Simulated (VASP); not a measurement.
Wanted: the native input for a VASP 6.6.1 run.

```
Task                   : single point
Functional             : LDA
Potentials or basis    : VASP PAW LDA potentials, release 64 (Se)
Cutoff                 : 520 eV
k mesh                 : 7 × 7 × 6
Occupations            : fermi-dirac, width 0.05 eV
Spin                   : no spin polarisation
Dipole correction      : no
Further INCAR settings : ALGO = Normal; EDIFF = 1e-07; NBANDS = 16
```

The structure of Se lies in POSCAR:

```
Se
1.0
    4.3662000000      0.0000000000      0.0000000000
   -2.1831000000      3.7812401180      0.0000000000
    0.0000000000      0.0000000000      4.9536000000
Se
3
Direct
    0.7746000000      0.7746000000      0.0000000000
    0.0000000000      0.2254000000      0.6666666667
    0.2254000000      0.0000000000      0.3333333333
```

These files were run (other wordings do the same):

INCAR

```
ALGO = Normal ; EDIFF = 1E-7
ENCUT = 520 ; GGA = CA
ISIF = 2 ; ISMEAR = -1
LASPH = T ; LCHARG = T
LELF = T ; LREAL = F
LVHAR = T ; LWAVE = F
NBANDS = 16 ; NELM = 60
PREC = Accurate ; SIGMA = 0.05
```

KPOINTS

```
k-points
0
Gamma
  7 7 6
```

Potentials or basis: VASP PAW LDA potentials, release 64 (Se).

Launch:

```bash
$ cat potpaw_LDA.64/Se/POTCAR > POTCAR
$ mpirun -np 1 vasp_std > vasp.out
```

Results of the run:

The pressure is -1.1 GPa and the largest force is 0.263 eV/Å. The band gap on the k mesh is 1.09 eV, indirect (least direct gap 1.39 eV).

It took 36 s on 1 thread of Intel(R) Xeon(R) Platinum 8259CL CPU @ 2.50GHz (Skylake/Cascade Lake) (shared host), peak memory 0.17 GiB.
